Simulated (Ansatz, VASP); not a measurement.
**One calculation of SnTe, two programs**

Contents of INCAR:

```
SYSTEM = SnTe
  PREC = Accurate
  ENCUT = 500
  EDIFF = 1E-6
  ISMEAR = -1
  SIGMA = 0.05
  LREAL = .False.
  LASPH = .True.
  NELM = 120
  ALGO = Normal
  ISIF = 2
  LWAVE = .False.
  LCHARG = .True.
  GGA = PE
  LELF = .True.
  LVHAR = .True.
  NBANDS = 17
  GGA_COMPAT = .False.
```

Contents of KPOINTS:

```
regular mesh
0
Gamma
  7 7 7
  0 0 0
```

The input POSCAR:

```
SnTe
1.0
    3.9305596940      0.0000000000      0.0000000000
    0.0000000000      3.9305596940      0.0000000000
    0.0000000000      0.0000000000      3.9305596940
Te Sn
1 1
Direct
    0.5000000000      0.5000000000      0.5000000000
    0.0000000000      0.0000000000      0.0000000000
```

File input.yaml:

```yaml
crystal:
  lattice:
    - [3.930559694, 0.0, 0.0]
    - [0.0, 3.930559694, 0.0]
    - [0.0, 0.0, 3.930559694]
  atoms:
    - { symbol: Te, position: [0.5, 0.5, 0.5] }
    - { symbol: Sn, position: [0.0, 0.0, 0.0] }
hamiltonian:
  xc: pbe
  pseudopotentials: { kind: paw, azcp: { folder: soft_1 } }
kpoints:
  mp_grid: { grid: [7, 7, 7] }
scf:
  occupations: { method: fermi_dirac, width: 0.05 }
output:
  forces: true
  stress: true
  eigenvalues: true
```

Alike in both runs: task single point; functional PBE; k mesh 7 × 7 × 7; occupations fermi-dirac, width 0.05 eV; no spin polarisation.

|  | VASP | Ansatz |
| --- | --- | --- |
| version | VASP 6.6.1 | Ansatz 0.2.0 |
| potentials or method | VASP PAW PBE potentials, release 64 (Te, Sn_d) | Ansatz PAW soft_1 |
| plane-wave cutoff (eV) | 500 | 420 |
| valence electrons in the cell | 20 | 30 |

VASP gave:

- gap on the k mesh at the Fermi level (eV): none
- pressure (GPa): -1.7

Q: Which values does Ansatz return?

A: gap on the k mesh at the Fermi level (eV): none; pressure (GPa): -1.6.

A gap of «none» marks a metal or a gap that the smearing closes. VASP's potentials hold 20 valence electrons a cell and Ansatz's 30, so a difference there can come from the potentials and not from the codes.

Spin-orbit coupling is off throughout.
